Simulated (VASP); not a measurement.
Crystal: In3BAs4.

```
CELL_PARAMETERS angstrom
5.77863 0.00000 0.00000
0.00000 5.77863 0.00000
0.00000 0.00000 5.77863
ATOMIC_POSITIONS crystal
B 0.00000 0.00000 0.00000
As 0.21651 0.21651 0.21651
As 0.78349 0.78349 0.21651
As 0.78349 0.21651 0.78349
As 0.21651 0.78349 0.78349
In 0.50000 0.50000 0.00000
In 0.50000 0.00000 0.50000
In 0.00000 0.50000 0.50000
```

Base run:

| Property | Result |
| --- | --- |
| Program | VASP 6.6.1 |
| Functional | r2SCAN |
| Potentials or basis | VASP PAW PBE potentials, release 64 (B, As, In_d) |
| Cutoff | 520 eV |
| k mesh | 4 × 4 × 4 |
| Occupations | fermi-dirac, width 0.02 eV |
| Spin | no spin polarisation |

Its results: band gap on the k mesh 0.33 eV (least direct gap 0.35 eV); pressure 0.0 GPa; largest force 0.005 eV/Å.

Question: The run is repeated on the same cell with these changes: functional from r2SCAN to PBE; further incar settings from ALGO = Normal; EDIFF = 1e-06; NBANDS = 41 to ALGO = Normal; EDIFF = 1e-07; NBANDS = 41. What comes out?

Answer: Band gap on the k mesh 0.03 eV; pressure 2.2 GPa; largest force 0.146 eV/Å.

Caveats: semilocal functionals underestimate gaps, and a narrow one can read as zero; spin-orbit coupling is left out, which moves the levels of the heavy elements; the PAW data sets were made with another functional, which shifts forces and pressure a little (at least some runs); the smearing spreads over this small gap (at least some runs).

A k mesh can miss the band edges.
